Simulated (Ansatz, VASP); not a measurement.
# Si2W: VASP beside Ansatz

INCAR

```
SYSTEM = Si2W
PREC = Accurate ; ENCUT = 520
EDIFF = 1E-7 ; ISMEAR = 0
SIGMA = 0.15 ; LREAL = .FALSE.
LASPH = .TRUE. ; NELM = 100
ALGO = Normal ; ISIF = 2
LWAVE = .FALSE. ; LCHARG = .FALSE.
GGA = CA ; NBANDS = 18
```

File KPOINTS:

```
Automatic mesh
0
G
  18 18 18
  0 0 0
```

Contents of POSCAR:

```
Si2W
1.0
   -1.5928550571      1.5928550571      3.8862445622
    1.5928550571     -1.5928550571      3.8862445622
    1.5928550571      1.5928550571     -3.8862445622
Si W
2 1
Direct
    0.3453817857      0.3453817857      0.0000000000
    0.6546182143      0.6546182143      0.0000000000
    0.0000000000      0.0000000000      0.0000000000
```

Input for Ansatz:

```yaml
crystal:
  lattice:
    - [-1.5928550571, 1.5928550571, 3.8862445622]
    - [1.5928550571, -1.5928550571, 3.8862445622]
    - [1.5928550571, 1.5928550571, -3.8862445622]
  atoms:
    - { symbol: Si, position: [0.3453817857, 0.3453817857, 0.0] }
    - { symbol: Si, position: [0.6546182143, 0.6546182143, 0.0] }
    - { symbol: W, position: [0.0, 0.0, 0.0] }
basis:
  ecutwfc: 420
kpoints:
  mp_grid: { grid: [18, 18, 18] }
hamiltonian:
  xc: lda
  pseudopotentials: { kind: paw, azcp: { folder: soft_1 } }
scf:
  occupations: { method: gaussian, width: 0.15 }
output:
  forces: true
  stress: true
  eigenvalues: true
```

Alike in both runs: task single point; functional LDA; k mesh 18 × 18 × 18; occupations gaussian, width 0.15 eV; no spin polarisation.

```csv
,VASP,Ansatz
version,VASP 6.6.1,Ansatz 0.2.0
potentials or method,"VASP PAW LDA potentials, release 64 (Si, W_sv), cutoff 520 eV","scalar-relativistic, plane waves, PAW"
valence electrons in the cell,22,22
```

```csv
,VASP,Ansatz,Ansatz less VASP
gap on the k mesh at the Fermi level (eV),none,none,-
pressure (GPa),4.2,3.4,-0.74
"traceless stress, the component that is largest in VASP (GPa)",1.93,2.01,+0.079
rms of the force components (eV/Å),0.926,0.919,-0.0068
```

Ansatz warns that its potentials were made for another functional, while VASP's fit it. LDA's correlation is that of Perdew and Zunger in VASP and of Perdew and Wang (1992) in Ansatz. Atom by atom the forces differ by 0.007 eV/Å (rms over components). A gap of «none» marks a metal or a gap that the smearing closes.

Spin-orbit coupling is off throughout.
